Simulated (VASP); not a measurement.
Set up this calculation in VASP 6.6.1, as the native input.

```yaml
Task: single point
Functional: LDA
Potentials_or_basis: VASP PAW LDA potentials, release 64 (Sc_sv, F)
Cutoff: 520 eV
k_mesh: 6 × 6 × 6
Occupations: gaussian, width 0.05 eV
Spin: no spin polarisation
Dipole_correction: no
Further_INCAR_settings: ALGO = Normal; EDIFF = 1e-06; NBANDS = 24
```

The structure of ScF3 lies in POSCAR:

```
ScF3
1.0
    3.8519520000      0.0000000000      0.0000000000
    0.0000000000      3.8519520000      0.0000000000
    0.0000000000      0.0000000000      3.8519520000
Sc F
1 3
Direct
    0.0000000000      0.0000000000      0.0000000000
    0.5000000000      0.0000000000      0.0000000000
    0.0000000000      0.5000000000      0.0000000000
    0.0000000000      0.0000000000      0.5000000000
```

This cell differs from its parent crystal: strain -0.040 along x and y, -0.040 along z.

These files were run (other wordings do the same):

INCAR

```
ALGO     = Normal         # electronic algorithm
EDIFF    = 1E-6           # SCF threshold, eV
ENCUT    = 520            # plane-wave cutoff, eV
ISIF     = 2              # what is computed and relaxed
ISMEAR   = 0              # smearing method
LASPH    = True           # aspherical terms in the spheres
LCHARG   = False          # write CHGCAR
LREAL    = False          # projectors in reciprocal space
LWAVE    = False          # write WAVECAR
NBANDS   = 24             # bands
NELM     = 100            # most SCF steps
PREC     = Accurate       # precision mode
SIGMA    = 0.05           # smearing width, eV
```

KPOINTS

```
k-points
0
Gamma
  6 6 6
```

Potentials or basis: VASP PAW LDA potentials, release 64 (Sc_sv, F).

The run is started by

```console
$ cat potpaw_LDA.64/Sc_sv/POTCAR potpaw_LDA.64/F/POTCAR > POTCAR
$ mpirun -np 1 vasp_std > vasp.out
```

Results of the run:

- Pressure: 13.3 GPa
- Band gap on the k mesh: 6.79 eV, indirect (least direct gap 7.30 eV)

Caveat: the cell differs from its parent crystal (strain -0.040 along x and y, -0.040 along z).

Run time: 30 s on 1 thread of Intel(R) Xeon(R) Platinum 8259CL CPU @ 2.50GHz (Skylake/Cascade Lake) (shared host), peak memory 0.15 GiB.
